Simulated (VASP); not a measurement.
LiCl, 4 atoms in the cell. The structure is orthorhombic, space group Cmcm (No. 63). Conventional cell: a = 3.940 Å, b = 6.897 Å, c = 9.208 Å, α = 90.00°, β = 90.00°, γ = 90.00°. Li (site symmetry m2m) has 3 Cl at 2.29 Å within 3.0 Å. Within 3.0 Å of Cl (site symmetry m2m) lie 3 Li at 2.29 Å. 

- Program: VASP 6.6.1
- Task: single point
- Functional: PBE
- Potentials or basis: VASP PAW PBE potentials, release 64 (Li_sv, Cl)
- Cutoff: 520 eV
- k mesh: 8 × 8 × 4
- Occupations: gaussian, width 0.02 eV
- Spin: no spin polarisation
- Dipole correction: no
- Further INCAR settings: ALGO = Normal; EDIFF = 1e-06; NBANDS = 18

Potentials or basis: VASP PAW PBE potentials, release 64 (Li_sv, Cl).

Launch:

```sh
$ cat potpaw_PBE.64/Li_sv/POTCAR potpaw_PBE.64/Cl/POTCAR > POTCAR
$ mpirun -np 1 vasp_std > vasp.out
```

Hardware: 1 thread of Intel(R) Xeon(R) 6975P-C (Granite Rapids), with other jobs on the host.

Task: Estimate the wall time of this run.

Result: Wall time 64 s on 1 thread of Intel(R) Xeon(R) 6975P-C (Granite Rapids) (shared host), peak memory 0.29 GiB. Counts: scf iterations 14, k points 63.
